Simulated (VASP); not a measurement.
# Al6N5 (a cell with a defect): single point with PBEsol

The system is Al6N5 (a cell with a defect).

```
Al N
1.0
    -3.30147    0.00000    4.13987
     1.65073   -2.85916    4.13987
     1.65073    2.85916    4.13987
Al N
6 5
Direct
  0.25000 0.91667 0.58333
  0.58333 0.25000 0.91667
  0.91667 0.58333 0.25000
  0.75000 0.08333 0.41667
  0.08333 0.41667 0.75000
  0.41667 0.75000 0.08333
  0.41667 0.08333 0.75000
  0.75000 0.41667 0.08333
  0.98078 0.22406 0.60242
  0.25000 0.58333 0.91667
  0.58333 0.91667 0.25000
```

This cell differs from its parent crystal: atoms taken out, atom 9 moved 0.000 of the way to it and +0.350 Å across, host rigid.

| Quantity | Value |
| --- | --- |
| Program | VASP 6.6.1 |
| Task | single point |
| Functional | PBEsol |
| Potentials or basis | VASP PAW PBE potentials, release 64 (Al, N) |
| Cutoff | 520 eV |
| k mesh | 6 × 6 × 6 |
| Occupations | gaussian, width 0.05 eV |
| Spin | no spin polarisation |
| Dipole correction | no |
| Charge | 3 |
| Further INCAR settings | ALGO = Normal; EDIFF = 1e-06; NBANDS = 32; NELECT = 40.0 |

```
Largest force : 7.687 eV/Å
```

Forces in eV/Å, atoms in the order of the input:
```
Al  -4.043  2.278  2.146
Al  -0.674 -0.088  0.326
Al  -0.380  0.594 -2.552
Al   1.671 -0.980 -0.267
Al   0.129  2.203  1.407
Al  -1.863 -1.078 -0.050
N   -1.006  0.155  1.618
N    0.264  0.550  0.379
N    5.649 -4.264 -3.001
N    0.456 -0.400  0.007
N   -0.202  1.031 -0.012
```

Levels at points of the mesh, in eV from the Fermi level:
```
           k point  band 16  band 17  band 18  band 19  band 20  band 21  band 22  band 23  band 24  band 25
(0.00, 0.00, 0.00)    -1.92    -1.73    -0.51    -0.44    -0.01     0.40     4.02     4.14     5.14     6.11
(0.50, 0.00, 0.00)    -2.13    -1.50    -1.12    -0.68    -0.24     0.37     3.20     4.30     4.84     6.07
(0.00, 0.50, 0.00)    -2.07    -1.32    -1.13    -0.62    -0.17     0.14     3.13     4.14     4.85     6.30
(0.00, 0.00, 0.50)    -2.05    -1.22    -1.08    -0.32    -0.17     0.06     3.16     4.35     4.87     6.28
(0.50, 0.50, 0.00)    -2.12    -1.69    -1.50    -0.68    -0.26     0.11     3.66     3.95     4.77     5.53
(0.50, 0.00, 0.50)    -1.97    -1.67    -1.31    -0.69    -0.17     0.12     3.80     3.83     4.57     5.80
(0.00, 0.50, 0.50)    -1.84    -1.73    -1.36    -0.51    -0.05     0.08     3.64     4.05     4.57     5.72
(0.50, 0.50, 0.50)    -1.78    -1.74    -1.67    -1.48    -1.33     1.02     3.57     3.71     3.96     6.72
```

Wall time 12 min on 1 thread of Intel Xeon 8259CL, with other jobs on the host, peak memory 0.44 GiB.

Caveat: the cell carries a net charge on a neutralising background, which shifts energy and pressure; the cell differs from its parent crystal (atoms taken out, atom 9 moved 0.000 of the way to it and +0.350 Å across, host rigid); the cell is charged against a uniform background, so pressure and absolute levels hang on convention; the PAW data sets were made with another functional, which shifts forces and pressure a little.
